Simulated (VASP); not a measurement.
**Zn4SO3: single point with PBEsol**

Zn4SO3:

```
CELL_PARAMETERS angstrom
0.00000 0.00000 -5.44589
3.38513 5.86322 0.00000
3.31927 -5.82519 0.00000
ATOMIC_POSITIONS crystal
Zn 0.55153 0.15275 0.30550
Zn 0.48076 0.14894 0.85113
Zn 0.48544 0.66818 0.33636
Zn 0.48076 0.70219 0.85113
Zn 0.05153 0.34725 0.69450
Zn 0.98076 0.35106 0.14887
Zn 0.98544 0.83182 0.66364
Zn 0.98076 0.79781 0.14887
S 0.63198 0.34331 0.68661
S 0.13198 0.15669 0.31339
O 0.61956 0.34471 0.16709
O 0.61435 0.83345 0.66690
O 0.61956 0.82238 0.16709
O 0.11956 0.15529 0.83291
O 0.11435 0.66655 0.33310
O 0.11956 0.67762 0.83291
```

- Program: VASP 6.6.1
- Task: single point
- Functional: PBEsol
- Potentials or basis: VASP PAW PBE potentials, release 64 (Zn, S, O)
- Cutoff: 520 eV
- k mesh: 4 × 2 × 2
- Occupations: gaussian, width 0.02 eV
- Spin: no spin polarisation
- Dipole correction: no
- Further INCAR settings: LREAL = Auto; ALGO = Normal; EDIFF = 1e-07; NBANDS = 86

The pressure is 0.8 GPa and the largest force is 0.042 eV/Å. The band gap on the k mesh is 0.67 eV.

Forces in eV/Å, atoms in the order of the input:
```
Zn   0.034 -0.020  0.015
Zn   0.001  0.031 -0.002
Zn   0.001 -0.001  0.007
Zn  -0.026 -0.017 -0.002
Zn  -0.034  0.020  0.015
Zn  -0.001 -0.031 -0.002
Zn  -0.001  0.001  0.007
Zn   0.026  0.017 -0.002
S   -0.007  0.004 -0.006
S    0.007 -0.004 -0.006
O    0.020  0.016  0.003
O   -0.022  0.013 -0.017
O   -0.004 -0.025  0.003
O   -0.020 -0.016  0.003
O    0.022 -0.013 -0.017
O    0.004  0.025  0.003
```

Stress tensor (GPa, compression positive):
```
0.87 0.04 0.00
0.04 0.91 0.00
0.00 0.00 0.51
```

Levels at points of the mesh, in eV from the valence-band top:
| k point | band 69 | band 70 | band 71 | band 72 | band 73 | band 74 | band 75 | band 76 |
| --- | --- | --- | --- | --- | --- | --- | --- | --- |
| (0.00, 0.00, 0.00) | -0.63 | -0.36 | -0.19 | 0.00 | 0.67 | 3.38 | 4.38 | 4.52 |
| (0.50, 0.00, 0.00) | -0.46 | -0.46 | -0.40 | -0.40 | 2.79 | 2.79 | 4.16 | 4.16 |
| (0.00, 0.50, 0.00) | -1.00 | -0.91 | -0.54 | -0.29 | 2.79 | 3.21 | 4.52 | 5.51 |
| (0.50, 0.50, 0.00) | -0.95 | -0.95 | -0.59 | -0.59 | 3.74 | 3.74 | 4.30 | 4.30 |
| (0.00, 0.00, 0.50) | -0.89 | -0.63 | -0.54 | -0.46 | 2.90 | 3.04 | 4.45 | 5.51 |
| (0.50, 0.00, 0.50) | -0.75 | -0.75 | -0.73 | -0.73 | 3.82 | 3.82 | 4.35 | 4.35 |

Wall time 7.9 min on 1 thread of Intel(R) Xeon(R) Platinum 8488C (Sapphire Rapids), with other jobs on the host, peak memory 0.36 GiB.

Caveat: the k points lie up to 0.54 Å⁻¹ apart; semilocal functionals underestimate gaps, and a narrow one can read as zero; the PAW data sets were made with another functional, which shifts forces and pressure a little.
